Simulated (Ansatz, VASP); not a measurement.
# Two plane-wave programs on MoS2

```
Mo S
1.0
     3.18454    0.00000    0.00000
    -1.59227    2.75789    0.00000
     0.00000    0.00000   21.67053
Mo S
2 4
Direct
  0.33333 0.66667 0.85116
  0.66667 0.33333 0.14884
  0.66667 0.33333 0.77963
  0.33333 0.66667 0.07725
  0.66667 0.33333 0.92275
  0.33333 0.66667 0.22037
```

Alike in both runs: functional r2SCAN; k mesh 10 × 10 × 2; occupations fermi-dirac, width 0.05 eV; no spin polarisation.

|  | VASP | Ansatz |
| --- | --- | --- |
| version | VASP 6.6.1 | Ansatz 0.2.0 |
| potentials or method | VASP PAW PBE potentials, release 64 (Mo_sv, S) | Ansatz PAW |
| plane-wave cutoff (eV) | 520 | 500 |
| valence electrons in the cell | 52 | 52 |
| task | single point | band structure |

|  | VASP | Ansatz | Ansatz less VASP |
| --- | --- | --- | --- |
| gap on the k mesh at the Fermi level (eV) | 1.48 | 1.46 | -0.017 |
| least direct gap on the mesh (eV) | 2.01 | 2.00 | -0.008 |
| rms of the force components (eV/Å) | 0.015 | 0.014 | -0.0014 |

VASP's potentials were made for PBE, not for r2SCAN. Atom by atom the forces differ by 0.002 eV/Å (rms over components). The functional is the same, so the differences come from potentials, cutoffs and numerics.

Noted on Ansatz's run: the k mesh misses the band edges, so the gap on the mesh is wider than the one along the path.
